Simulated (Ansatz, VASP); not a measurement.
One calculation of MnS, two programs

File INCAR:

```
PREC = Accurate
ENCUT = 520
EDIFF = 1E-7
ISMEAR = 0
SIGMA = 0.1
LREAL = F
LASPH = T
NELM = 150
ALGO = Normal
ISIF = 2
LWAVE = F
LCHARG = F
ISPIN = 2
MAGMOM = 4.04 0
LORBIT = 11
LMAXMIX = 4
GGA = PS
NBANDS = 20
```

The input KPOINTS:

```
regular mesh
0
Gamma
  14 14 14
```

File POSCAR:

```
MnS
1.0
    0.0000000000      2.4183647417      2.4183647417
    2.4183647417      0.0000000000      2.4183647417
    2.4183647417      2.4183647417      0.0000000000
Mn S
1 1
Direct
    0.0000000000      0.0000000000      0.0000000000
    0.5000000000      0.5000000000      0.5000000000
```

Input for Ansatz:

```yaml
crystal:
  lattice:
    - [0.0, 2.4183647417, 2.4183647417]
    - [2.4183647417, 0.0, 2.4183647417]
    - [2.4183647417, 2.4183647417, 0.0]
  atoms:
    - { symbol: Mn, position: [0.0, 0.0, 0.0], spin: 4.04 }
    - { symbol: S, position: [0.5, 0.5, 0.5] }
basis:
  ecutwfc: 420
kpoints:
  mp_grid: { grid: [14, 14, 14] }
hamiltonian:
  xc: pbesol
scf:
  occupations: { method: gaussian, width: 0.1 }
output:
  forces: true
  stress: true
  eigenvalues: true
  populations: true
magnetization:
  spin_polarized: true
```

Alike in both runs: task single point; functional PBEsol; k mesh 14 × 14 × 14; occupations gaussian, width 0.1 eV; collinear spin.

```csv
,VASP,Ansatz
version,VASP 6.6.1,Ansatz 0.2.0
potentials or method,"VASP PAW PBE potentials, release 64 (Mn_pv, S), cutoff 520 eV","scalar-relativistic, plane waves, PAW"
valence electrons in the cell,19,21
```

```tsv
	VASP	Ansatz	Ansatz less VASP
gap on the k mesh at the Fermi level (eV)	none	none	-
pressure (GPa)	5.1	4.8	-0.30
net moment per atom (μB)	1.93	1.93	-0.002
size of the moment on the site where the two differ most (μB)	3.59	3.45	-0.139
```

VASP's potentials were made for PBE, not for PBEsol. Site moments also hang on the region over which each program counts them. A gap of «none» marks a metal or a gap that the smearing closes. VASP's potentials hold 19 valence electrons a cell and Ansatz's 21, so a difference there can come from the potentials and not from the codes.
